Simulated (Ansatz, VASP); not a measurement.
**AlNi: VASP beside Ansatz**

File INCAR:

```
SYSTEM = AlNi
ALGO     = Normal         ! electronic algorithm
EDIFF    = 1E-6           ! SCF threshold, eV
ENCUT    = 600            ! plane-wave cutoff, eV
GGA      = PS             ! functional
GGA_COMPAT= .FALSE.      
ISIF     = 2              ! what is computed and relaxed
ISMEAR   = 1              ! smearing method
ISPIN    = 2              ! spin polarisation
LASPH    = .TRUE.         ! aspherical terms in the spheres
LCHARG   = .FALSE.        ! write CHGCAR
LDAU     = .TRUE.         ! DFT+U
LDAUJ    = 0 0          
LDAUL    = 2 -1           ! shell
LDAUPRINT= 1            
LDAUTYPE = 2            
LDAUU    = 7 0            ! U, eV
LMAXMIX  = 4              ! l up to which the mixer works
LORBIT   = 11             ! projections on sites
LREAL    = .FALSE.        ! projectors in reciprocal space
LWAVE    = .FALSE.        ! write WAVECAR
MAGMOM   = 1 0            ! initial moments
NBANDS   = 18             ! bands
NELM     = 200            ! most SCF steps
PREC     = Accurate       ! precision mode
SIGMA    = 0.2            ! smearing width, eV
```

The input KPOINTS:

```
k-points
0
G
  9 9 9
  0 0 0
```

File POSCAR:

```
AlNi
1.0
    2.8810000000      0.0000000000      0.0000000000
    0.0000000000      2.8810000000      0.0000000000
    0.0000000000      0.0000000000      2.8810000000
Ni Al
1 1
Direct
    0.5000000000      0.5000000000      0.5000000000
    0.0000000000      0.0000000000      0.0000000000
```

input.yaml

```yaml
crystal:
  lattice:
    - [2.881, 0.0, 0.0]
    - [0.0, 2.881, 0.0]
    - [0.0, 0.0, 2.881]
  atoms:
    - { symbol: Ni, position: [0.5, 0.5, 0.5], spin: 1.0 }
    - { symbol: Al, position: [0.0, 0.0, 0.0] }
hamiltonian:
  xc: pbesol
  pseudopotentials: { kind: paw }
  hubbard: { sites: [{ species: Ni, l: d, u_eff: 7.0 }] }
magnetization:
  spin_polarized: true
kpoints:
  mp_grid: { grid: [9, 9, 9] }
  band_path:
    path:
      - [[0.0, 0.0, 0.0], [0.0, 0.5, 0.0], [0.5, 0.5, 0.0], [0.0, 0.0, 0.0], [0.5, 0.5, 0.5], [0.0, 0.5, 0.0]]
      - [[0.5, 0.5, 0.0], [0.5, 0.5, 0.5]]
    npoints: 14
scf:
  occupations: { method: methfessel_paxton, width: 0.2 }
  n_extra_bands: 6
output:
  forces: true
  stress: true
  eigenvalues: true
  fatbands: false
```

Alike in both runs: functional PBEsol; k mesh 9 × 9 × 9; occupations methfessel-paxton of order 1, width 0.2 eV; collinear spin; Hubbard terms Ni d U = 7.0 eV.

|  | VASP | Ansatz |
| --- | --- | --- |
| version | VASP 6.6.1 | Ansatz 0.2.0 |
| potentials or method | VASP PAW PBE potentials, release 64 (Ni, Al) | Ansatz PAW |
| plane-wave cutoff (eV) | 600 | 420 |
| valence electrons in the cell | 13 | 21 |
| task | single point | band structure |

```tsv
	VASP	Ansatz	Ansatz less VASP
gap on the k mesh at the Fermi level (eV)	none	none	-
pressure (GPa)	-12.3	-4.6	+7.64
net moment per atom (μB)	0.00	0.00	0.000
```

VASP's potentials were made for PBE, not for PBEsol. The programs project onto different local orbitals, so the same U acts differently, and such runs can settle in different states. A gap of «none» marks a metal or a gap that the smearing closes. VASP's potentials hold 13 valence electrons a cell and Ansatz's 21, so a difference there can come from the potentials and not from the codes.

Noted on Ansatz's run: the magnetic or orbital state may not be the lowest.
